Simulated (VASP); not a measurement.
# LiTa4O (P-6m2) in VASP: a series of runs, part 2 of 2

VASP 6.6.1. The steps go on from the part before.

### 3 Single point, PBE

This run uses another cell than the first one, of 19.38 Å³/atom.

INCAR reads:

```
SYSTEM = LiTa4O
ALGO = Normal ; EDIFF = 1E-6
ENCUT = 520 ; GGA = PE
ISIF = 2 ; ISMEAR = 0
LASPH = .True. ; LCHARG = .True.
LELF = .True. ; LREAL = .False.
LVHAR = .True. ; LWAVE = .False.
NBANDS = 36 ; NELM = 60
PREC = Accurate ; SIGMA = 0.1
```

KPOINTS reads:

```
k-points
0
Gamma
  6 6 4
  0 0 0
```

POSCAR reads:

```
LiTa4O
1.0
    5.5074627089     -0.0000000031      0.0000000000
   -2.7537313518      4.7696026179      0.0000000000
    0.0000000000      0.0000000000      4.4270358937
Li Ta O
1 4 1
Direct
    0.0000000000      0.0000000000      0.0000000000
    0.6666666667      0.3333333333      0.0000000000
    0.5046482216      0.0092964431      0.5000000000
    0.9907035569      0.4953517784      0.5000000000
    0.5046482216      0.4953517784      0.5000000000
    0.3333333333      0.6666666667      0.0000000000
```

Potentials or basis: VASP PAW PBE potentials, release 64 (Li_sv, Ta_pv, O).

The run is started by

```bash
> cat potpaw_PBE.64/Li_sv/POTCAR potpaw_PBE.64/Ta_pv/POTCAR potpaw_PBE.64/O/POTCAR > POTCAR
> mpirun -np 1 vasp_std > vasp.out
```

OUTCAR:

```text
SYSTEM = LiTa4O
   EDIFF = 1E-6
   ENCUT = 520
   GGA = PE
   ISIF = 2
   ISMEAR = 0
   LASPH = .True.
   LREAL = .False.
   NELM = 60
   PREC = Accurate

 ion  position               nearest neighbor table
   1  0.000  0.000  0.000-
   2  0.667  0.333  0.000-   4 2.70   4 2.70   5 2.70   5 2.70   3 2.70   3 2.70
   3  0.505  0.009  0.500-   4 2.68   5 2.68   2 2.70   2 2.70   6 2.75   6 2.75   4 2.83   5 2.83

   4  0.991  0.495  0.500-   5 2.68   3 2.68   2 2.70   2 2.70   6 2.75   6 2.75   5 2.83   3 2.83

   5  0.505  0.495  0.500-   4 2.68   3 2.68   2 2.70   2 2.70   6 2.75   6 2.75   4 2.83   3 2.83

   6  0.333  0.667  0.000-   4 2.75   4 2.75   3 2.75   3 2.75   5 2.75   5 2.75

  LATTYP: Found a hexagonal cell.
 ALAT       =     5.5074627089
 C/A-ratio  =     0.8038249422

  Lattice vectors:

 A1 = (   5.5074627089,  -0.0000000031,   0.0000000000)
 A2 = (  -2.7537313518,   4.7696026179,   0.0000000000)
 A3 = (   0.0000000000,   0.0000000000,   4.4270358937)

Analysis of symmetry for initial positions (statically):
=====================================================================
 Subroutine PRICEL returns:
 Original cell was already a primitive cell.

 Routine SETGRP: Setting up the symmetry group for a
 hexagonal supercell.

 Subroutine GETGRP returns: Found 12 space group operations
 (whereof 12 operations were pure point group operations)
 out of a pool of 24 trial point group operations.

The static configuration has the point symmetry D_3h.

Analysis of symmetry for dynamics (positions and initial velocities):
=====================================================================
 Subroutine PRICEL returns:
 Original cell was already a primitive cell.

 Routine SETGRP: Setting up the symmetry group for a
 hexagonal supercell.

 Subroutine GETGRP returns: Found 12 space group operations
[... 127 lines left out ...]
     AMIX_MAG =   1.60;   BMIX_MAG =  1.00
  volume/ion in A,a.u.               =      19.38       130.80
  Fermi-wavevector in a.u.,A,eV,Ry     =   1.259847  2.380766 21.595368  1.587215
  Thomas-Fermi vector in A             =   2.393386
   LORBIT       =      0    0 simple, 1 ext, 2 COOP (PROOUT), +10 PAW based schemes
   GGA     = PE    functional components
   LHFCALC =     F    Hartree Fock is set to
   AEXX    =    0.0000 exact exchange contribution
   IVDW    =     0    specifies the selected vdW correction
   LEPSILON=     F    determine dielectric tensor
   LRPA    =     F    only Hartree local field effects (RPA)
 non-spin polarized calculation
 Gauss-broadening in eV      SIGMA  =   0.10
  energy-cutoff  :      520.00
  volume of cell :      116.29
 maximum number of plane-waves:      3172
 NGX is ok and might be reduce to    42
   NGX = 21   NGY = 21   NGZ = 17

 number of electron      53.0000000 magnetization

 Free energy of the ion-electron system (eV)
  ---------------------------------------------------
  ext. energy  EPLUGINS =         0.00000000
  ---------------------------------------------------
  free energy    TOTEN  =       -49.48581448 eV

  energy without entropy =      -49.45352657  energy(sigma->0) =      -49.46967053

 E-fermi :   3.4173     XC(G=0): -10.6144

 val. band max:        3.4148409964   @ k =   0.5000  -0.0000   0.5000
 cond. band min:       3.4423990975   @ k =   0.3333   0.1667   0.0000
 fundamental gap:      0.0275581011
 Fermi energy:         3.4173142454

 k-point     1 :       0.0000    0.0000    0.0000
  band No.  band energies     occupation
      1     -42.3638      2.00000
      2     -31.6966      2.00000
      3     -31.5299      2.00000
      4     -31.2482      2.00000
      5     -31.2482      2.00000
      6     -30.8474      2.00000
[... 808 lines left out ...]
     35       5.7778      0.00000
     36       6.1485      0.00000

------------------------ aborting loop because EDIFF is reached ----------------------------------------

  FORCE on cell =-STRESS in cart. coord.  units (eV):
  Direction    XX          YY          ZZ          XY          YZ          ZX
  --------------------------------------------------------------------------------------
  -------------------------------------------------------------------------------------
  Total        0.1075494      0.1075494      0.1572684     -0.0000000     -0.0000000      0.0000000
  in kB        1.4817392      1.4817392      2.1667318     -0.0000000     -0.0000000      0.0000000
  external PRESSURE =       1.7100701 kB  Pullay stress =       0.0000000 kB

 VOLUME and BASIS-vectors are now :
 -----------------------------------------------------------------------------
  energy-cutoff  :      520.00
  volume of cell :      116.29
      direct lattice vectors                 reciprocal lattice vectors
     5.507462709 -0.000000003  0.000000000     0.181571815  0.104830536  0.000000000
    -2.753731352  4.769602618  0.000000000     0.000000000  0.209661073  0.000000000
     0.000000000  0.000000000  4.427035894     0.000000000  0.000000000  0.225884773

 POSITION                                       TOTAL-FORCE (eV/Angst)
 -----------------------------------------------------------------------------------
      0.00000      0.00000      0.00000         0.000000      0.000000     -0.000000
      2.75373      1.58987      0.00000         0.000000      0.000000     -0.000000
      2.75373      0.04434      2.21352         0.000000      0.002629      0.000000
      4.09220      2.36263      2.21352        -0.002276     -0.001314     -0.000000
      1.41527      2.36263      2.21352         0.002276     -0.001314     -0.000000
      0.00000      3.17974      0.00000         0.000000      0.000000     -0.000000
 -----------------------------------------------------------------------------------
    total drift:                                0.000000     -0.000000     -0.000000

  FREE ENERGIE OF THE ION-ELECTRON SYSTEM (eV)
  ---------------------------------------------------
  free  energy   TOTEN  =       -49.4858144825 eV

  energy  without entropy=      -49.4535265689  energy(sigma->0) =      -49.46967053
```

OSZICAR:

```text
N       E                     dE             d eps       ncg     rms          rms(c)
DAV:   1     0.497024634414E+03    0.49702E+03   -0.28130E+04  1512   0.146E+03
DAV:   2    -0.257634161385E+02   -0.52279E+03   -0.50919E+03  1756   0.420E+02
DAV:   3    -0.519603265559E+02   -0.26197E+02   -0.25413E+02  2208   0.831E+01
DAV:   4    -0.529825801382E+02   -0.10223E+01   -0.10159E+01  2292   0.140E+01
DAV:   5    -0.530030257097E+02   -0.20446E-01   -0.20427E-01  1984   0.204E+00    0.249E+01
DAV:   6    -0.509599102549E+02    0.20431E+01   -0.15191E+01  1844   0.213E+01    0.151E+01
DAV:   7    -0.499123742176E+02    0.10475E+01   -0.97051E+00  1952   0.132E+01    0.865E+00
DAV:   8    -0.494922978042E+02    0.42008E+00   -0.15821E+00  1904   0.657E+00    0.170E+00
DAV:   9    -0.494926873096E+02   -0.38951E-03   -0.37558E-01  1912   0.383E+00    0.830E-01
DAV:  10    -0.494865502408E+02    0.61371E-02   -0.38798E-02  2056   0.132E+00    0.413E-01
DAV:  11    -0.494861755954E+02    0.37465E-03   -0.10141E-02  1964   0.530E-01    0.174E-01
DAV:  12    -0.494857930087E+02    0.38259E-03   -0.18530E-03  2048   0.240E-01    0.399E-02
DAV:  13    -0.494858191964E+02   -0.26188E-04   -0.24735E-04  1868   0.898E-02    0.175E-02
DAV:  14    -0.494858160947E+02    0.31017E-05   -0.22988E-05  2180   0.311E-02    0.705E-03
DAV:  15    -0.494858148103E+02    0.12844E-05   -0.30906E-06  1508   0.931E-03    0.342E-03
DAV:  16    -0.494858144825E+02    0.32774E-06   -0.36669E-07   952   0.510E-03
   1 F= -.49485814E+02 E0= -.49469671E+02  d E =-.322879E-01
```

Wall time 75 s (1 thread of Intel Xeon 6975P-C (Granite Rapids), shared host); peak memory 0.27 GiB.

Results:

- Free energy: -49.4858 eV
- Band gap on the k mesh: zero (an odd number of electrons rules out a gap without spin polarisation)

Forces on the atoms (eV/Å):
```
Li   0.000  0.000  0.000
Ta   0.000  0.000  0.000
Ta   0.000  0.003  0.000
Ta  -0.002 -0.001  0.000
Ta   0.002 -0.001  0.000
O    0.000  0.000  0.000
```

Levels at points of the mesh, in eV from the Fermi level:
```csv
k point,band 25,band 26,band 27,band 28,band 29,band 30
"(0.00, 0.00, 0.00)",-0.42,0.55,0.55,0.82,0.82,1.33
"(0.50, 0.00, 0.00)",-0.77,-0.59,-0.39,0.43,0.57,0.85
"(0.00, 0.00, 0.50)",-1.20,-0.75,-0.75,1.10,1.67,1.67
"(0.50, 0.00, 0.50)",-0.47,-0.10,0.00,0.44,0.70,0.85
```

Caveat: the cutoff is under 1.25 times the usual one of these potentials, so pressure, stress and relaxed cells hold a basis-set (Pulay) error; spin-orbit coupling is left out, which moves the levels of the heavy elements; an odd number of electrons without spin polarisation forces a metal; a magnetic or distorted state may lie lower.

### 4 Relaxation of cell and atoms, PBE

INCAR reads:

```
SYSTEM = LiTa4O
ALGO = Normal
EDIFF = 1E-6
EDIFFG = -0.04
ENCUT = 600
GGA = PE
IBRION = 2
ISIF = 3
ISMEAR = 0
LASPH = .True.
LCHARG = .False.
LREAL = .False.
LWAVE = .False.
NELM = 80
NSW = 90
PREC = Accurate
SIGMA = 0.1
```

KPOINTS is that of step 3.

POSCAR reads:

```
LiTa4O
1.0
    5.1110285900      0.0000000000      0.0000000000
   -2.5555142900      4.4262805900      0.0000000000
    0.0000000000      0.0000000000      3.8595326800
Li Ta O
1 4 1
Direct
    0.0000000000      0.0000000000      0.0000000000
    0.6666666700      0.3333333300      0.0000000000
    0.5045495000      0.0090990000      0.5000000000
    0.9909010000      0.4954505000      0.5000000000
    0.5045495000      0.4954505000      0.5000000000
    0.3333333300      0.6666666700      0.0000000000
```

The run is started by

```bash
> cat potpaw_PBE.64/Li_sv/POTCAR potpaw_PBE.64/Ta_pv/POTCAR potpaw_PBE.64/O/POTCAR > POTCAR
> mpirun -np 1 vasp_std > vasp.out
```

Run time: 6.1 min. Hardware: 1 thread of Intel Xeon 6975P-C (Granite Rapids), shared host; peak memory 0.27 GiB.

It converged, with:

| Property | Result |
| --- | --- |
| Free energy | -49.4692 eV |
| Relaxed volume | 19.45 Å³/atom |
| Relaxed cell | a = 5.517 Å, b = 5.517 Å, c = 4.428 Å, α = 90.00°, β = 90.00°, γ = 120.00° |
| Space group after relaxing (to 0.1 Å) | P-6m2 (No. 187) |
| Energy gained by relaxing | 693.7 meV/atom |
| Ionic steps | 13 |
| Pressure after relaxing | -0.2 GPa |
| Largest force after relaxing | 0.028 eV/Å |
| Band gap on the k mesh | zero (an odd number of electrons rules out a gap without spin polarisation) |

Forces in eV/Å, atoms in the order of the input:
```
Li   0.000  0.000  0.000
Ta   0.000  0.000  0.000
Ta   0.000 -0.028  0.000
Ta   0.024  0.014  0.000
Ta  -0.024  0.014  0.000
O    0.000  0.000  0.000
```

Stress tensor (GPa, compression positive):
```
-0.28  0.00  0.00
 0.00 -0.28  0.00
 0.00  0.00 -0.16
```

Step by step:
```
step  energy change (eV)  largest force (eV/Å)  pressure (GPa)  volume (Å³)
   1              0.0000                4.6011           55.28        87.31
   2              1.4503                1.3125          -18.38       167.21
   3             -3.6363                2.5082           -0.02       114.74
   4             -3.6699                2.4182            1.85       112.77
   5             -3.6784                2.3390            3.30       111.37
   6             -4.0459                0.4698           -2.87       119.49
   7             -4.0476                0.5722           -2.58       118.93
   8             -4.1161                0.4310            1.71       115.46
   9             -4.1194                0.2287            0.93       116.04
  10             -4.1584                0.2408            0.43       116.32
  11             -4.1594                0.2518            0.34       116.37
  12             -4.1612                0.1001           -0.56       116.94
  13             -4.1622                0.0276           -0.24       116.73
```

Final structure:
```xyz
6
Lattice="5.5172 0.0000 0.0000 -2.7586 4.7780 0.0000 0.0000 0.0000 4.4280" Properties=species:S:1:pos:R:3 pbc="T T T"
Li    0.0000    0.0000    0.0000
Ta    2.7586    1.5927    0.0000
Ta    2.7586    0.0464    2.2140
Ta    4.0977    2.3658    2.2140
Ta    1.4195    2.3658    2.2140
O     0.0000    3.1853    0.0000
```

Levels at points of the mesh, in eV from the Fermi level:
```tsv
k point	band 23	band 24	band 25	band 26	band 27	band 28	band 29	band 30	band 31
(0.00, 0.00, 0.00)	-1.99	-1.91	-0.42	0.55	0.55	0.81	0.81	1.33	2.03
(0.50, 0.00, 0.00)	-1.52	-1.00	-0.77	-0.59	-0.39	0.42	0.56	0.85	1.26
(0.00, 0.00, 0.50)	-1.51	-1.20	-1.20	-0.74	-0.74	1.10	1.67	1.67	3.20
(0.50, 0.00, 0.50)	-1.27	-1.06	-0.48	-0.10	0.00	0.44	0.69	0.85	0.89
```

Caveat: the k points lie up to 0.35 Å⁻¹ apart in the final cell, too coarse for converged energies and pressures of a metal; the cutoff is under 1.25 times the usual one of these potentials, so pressure, stress and relaxed cells hold a basis-set (Pulay) error; the volume moved by over 15 % at a fixed basis, so the end points are rough; spin-orbit coupling is left out, which moves the levels of the heavy elements; an odd number of electrons without spin polarisation forces a metal; a magnetic or distorted state may lie lower.

### 5 Overview

```tsv
task	cell	cutoff (eV)	gap on the mesh (eV)	largest force (eV/Å)
single point	a = 5.111, b = 5.111, c = 3.860 Å, angles 90.0, 90.0, 120.0°, 6 atoms, atomic positions A	520	none	4.60
single point	a = 5.507, b = 5.507, c = 4.427 Å, angles 90.0, 90.0, 120.0°, 6 atoms, atomic positions B	520	none	-
relaxation of cell and atoms	relaxed from a = 5.111, b = 5.111, c = 3.860 Å, angles 90.0, 90.0, 120.0°, 6 atoms, atomic positions A	600	none	0.03
```

Alike in all rows: level PBE; potentials or basis VASP PAW PBE potentials, release 64 (Li_sv, Ta_pv, O); no spin polarisation; k mesh 6 × 6 × 4; smearing gaussian 0.1 eV.

Caveats: some runs use coarse meshes; the cutoff is under 1.25 times the usual one of these potentials, so pressure, stress and relaxed cells hold a basis-set (Pulay) error; spin-orbit coupling is left out, which moves the levels of the heavy elements; an odd number of electrons without spin polarisation forces a metal; a magnetic or distorted state may lie lower; the volume moved by over 15 % at a fixed basis, so the end points are rough (at least some runs).

Absolute energies hang on the potentials; compare differences alone.

The gap in the log of VASP goes by the Fermi energy; the results here count the filled bands.